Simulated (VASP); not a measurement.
Runs of VASP 6.6.1 on Sn2Se. The structure is that of space group P6/mmm (No. 191), or close to it. The cells are those of the table. The cell was built from a structure type or drawn by symmetry, and may not be a known phase.

```csv
task,cell,k mesh,cutoff (eV),gap on the mesh (eV),pressure (GPa),relaxed volume (Å³/atom)
relaxation of cell and atoms,"relaxed from a = 4.972, b = 4.972, c = 3.893 Å, angles 90.0, 90.0, 120.0°, 3 atoms",12 × 12 × 12,600,none,0.0,(a)
single point,"a = 4.972, b = 4.972, c = 3.893 Å, angles 90.0, 90.0, 120.0°, 3 atoms",6 × 6 × 4,520,none,-0.1,-
single point,"a = 4.441, b = 4.441, c = 4.800 Å, angles 90.0, 90.0, 120.0°, 3 atoms",6 × 6 × 4,520,none,10.7,-
relaxation of cell and atoms,"relaxed from a = 4.441, b = 4.441, c = 4.800 Å, angles 90.0, 90.0, 120.0°, 3 atoms",6 × 6 × 4,600,none,-0.1,27.79
single point,"a = 5.005, b = 5.005, c = 3.774 Å, angles 90.0, 90.0, 120.0°, 3 atoms",12 × 12 × 12,520,none,0.0,-
```

Alike in all rows: level PBE; potentials or basis VASP PAW PBE potentials, release 64 (Sn_d, Se); no spin polarisation; smearing gaussian 0.1 eV.

Estimate the missing entries.

(a) 27.32.

Caveats: some runs use coarse meshes; spin-orbit coupling is left out, which moves the levels of the heavy elements; the cell stands under pressure (at least some runs); a cell axis changed by over 15 % at a fixed basis, so the end point is rough (at least some runs).

A k mesh can miss the band edges, and the runs leave out spin-orbit coupling on Se, Sn.

A gap of «none» marks levels without a gap at the run's occupations.
